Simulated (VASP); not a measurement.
# SiC (l.bA): single point with LDA

The system is SiC (l.bA).

```xyz
2
Lattice="0.0000 2.1645 2.1645 2.1645 0.0000 2.1645 2.1645 2.1645 0.0000" Properties=species:S:1:pos:R:3 pbc="T T T"
Si    0.0000    0.0000    0.0000
C     1.0823    1.0823    1.0823
```

```yaml
Program: VASP 6.6.1
Task: single point
Functional: LDA
Potentials_or_basis: VASP PAW LDA potentials, release 64 (Si, C)
Cutoff: 600 eV
k_mesh: 10 × 10 × 10
Occupations: gaussian, width 0.02 eV
Spin: no spin polarisation
Dipole_correction: no
Further_INCAR_settings: ALGO = Normal; EDIFF = 1e-06; NBANDS = 11
```

- Pressure: 0.2 GPa
- Band gap on the k mesh: 1.29 eV, indirect (least direct gap 4.52 eV)

Levels at points of the mesh, in eV from the valence-band top:
```tsv
k point	band 1	band 2	band 3	band 4	band 5	band 6	band 7	band 8
(0.00, 0.00, 0.00)	-15.47	0.00	0.00	0.00	6.53	7.33	7.33	7.33
(0.50, 0.00, 0.00)	-11.78	-8.67	-1.06	-1.06	5.57	7.21	7.21	10.03
(0.50, 0.50, 0.00)	-10.28	-7.88	-3.23	-3.23	1.29	4.26	14.06	14.06
```

It took 8 s on 1 thread of Intel(R) Xeon(R) Platinum 8488C (Sapphire Rapids) (shared host), peak memory 0.12 GiB.

A k mesh can miss the band edges.
